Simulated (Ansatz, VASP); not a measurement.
## One calculation of MgSn4N, two programs

INCAR

```
SYSTEM = MgSn4N
PREC = Accurate ; ENCUT = 600
EDIFF = 1E-6 ; ISMEAR = 0
SIGMA = 0.1 ; LREAL = .FALSE.
LASPH = .TRUE. ; NELM = 80
ALGO = Normal ; ISIF = 3
LWAVE = .FALSE. ; LCHARG = .FALSE.
GGA = PE ; IBRION = 2
NSW = 90 ; EDIFFG = -0.04
```

File KPOINTS:

```
regular mesh
0
G
  6 6 4
  0 0 0
```

The input POSCAR:

```
MgSn4N
1.0
    5.4333229700      0.0000000000      0.0000000000
   -2.7166614900      4.7053957200      0.0000000000
    0.0000000000      0.0000000000      6.2677619800
Mg Sn N
1 4 1
Direct
    0.0000000000      0.0000000000      0.5000000000
    0.3333333300      0.6666666700      0.5000000000
    0.6666666700      0.3333333300      0.5000000000
    0.3333333300      0.6666666700      0.0000000000
    0.6666666700      0.3333333300      0.0000000000
    0.0000000000      0.0000000000      0.0000000000
```

Input for Ansatz:

```yaml
crystal:
  lattice:
    - [5.43332297, 0.0, 0.0]
    - [-2.71666149, 4.70539572, 0.0]
    - [0.0, 0.0, 6.26776198]
  atoms:
    - { symbol: Mg, position: [0.0, 0.0, 0.5] }
    - { symbol: Sn, position: [0.33333333, 0.66666667, 0.5] }
    - { symbol: Sn, position: [0.66666667, 0.33333333, 0.5] }
    - { symbol: Sn, position: [0.33333333, 0.66666667, 0.0] }
    - { symbol: Sn, position: [0.66666667, 0.33333333, 0.0] }
    - { symbol: "N", position: [0.0, 0.0, 0.0] }
basis:
  ecutwfc: 420
kpoints:
  mp_grid: { grid: [6, 6, 4] }
hamiltonian:
  xc: pbe
scf:
  occupations: { method: gaussian, width: 0.1 }
  lower_state_search: "off"
output:
  forces: true
  stress: true
  eigenvalues: true
relax:
  adjacent_minimum: "off"
  f_tol: 0.04
  max_steps: 70
  cell: { stress_tol: 0.4 }
```

Alike in both runs: task relaxation of cell and atoms; functional PBE; k mesh 6 × 6 × 4; occupations gaussian, width 0.1 eV; no spin polarisation.

|  | VASP | Ansatz |
| --- | --- | --- |
| version | VASP 6.6.1 | Ansatz 0.2.0 |
| potentials or method | VASP PAW PBE potentials, release 64 (Mg, Sn_d, N), cutoff 600 eV | scalar-relativistic, plane waves, PAW |
| valence electrons in the cell | 63 | 71 |

Ansatz gave:

| Quantity | Value |
| --- | --- |
| gap on the k mesh at the Fermi level, each at its own relaxed structure (eV) | none |
| relaxed volume (Å³/atom) | 23.40 |
| relaxed cell length with the largest relative difference (Å) | 5.280 |

Task: Which values does VASP return?

Result: gap on the k mesh at the Fermi level, each at its own relaxed structure (eV): none; relaxed volume (Å³/atom): 23.38; relaxed cell length with the largest relative difference (Å): 5.277.

A gap of «none» marks a metal or a gap that the smearing closes. VASP's potentials hold 63 valence electrons a cell and Ansatz's 71, so a difference there can come from the potentials and not from the codes.
